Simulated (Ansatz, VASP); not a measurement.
## Two plane-wave programs on Pd

```xyz
1
Lattice="2.6129 0.0000 0.0000 0.0000 2.6129 0.0000 0.0000 0.0000 2.6129" Properties=species:S:1:pos:R:3 pbc="T T T"
Pd    0.0000    0.0000    0.0000
```

Alike in both runs: functional PBE; k mesh 13 × 13 × 13; occupations fermi-dirac, width 0.03 eV; no spin polarisation.

Ansatz relaxed the structure, and its values are those at the end. VASP's run is a single point on that final structure, the one shown.

|  | VASP | Ansatz |
| --- | --- | --- |
| version | VASP 6.6.1 | Ansatz 0.2.0 |
| potentials or method | VASP PAW PBE potentials, release 64 (Pd) | PAW with Ansatz's default frozen-core files, scalar-relativistic |
| plane-wave cutoff (eV) | 500 | 420 |
| valence electrons in the cell | 10 | 18 |

|  | VASP | Ansatz | Ansatz less VASP |
| --- | --- | --- | --- |
| pressure (GPa) | -0.3 | 0.0 | +0.28 |

VASP's potentials hold 10 valence electrons a cell and Ansatz's 18, so a difference there can come from the potentials and not from the codes.
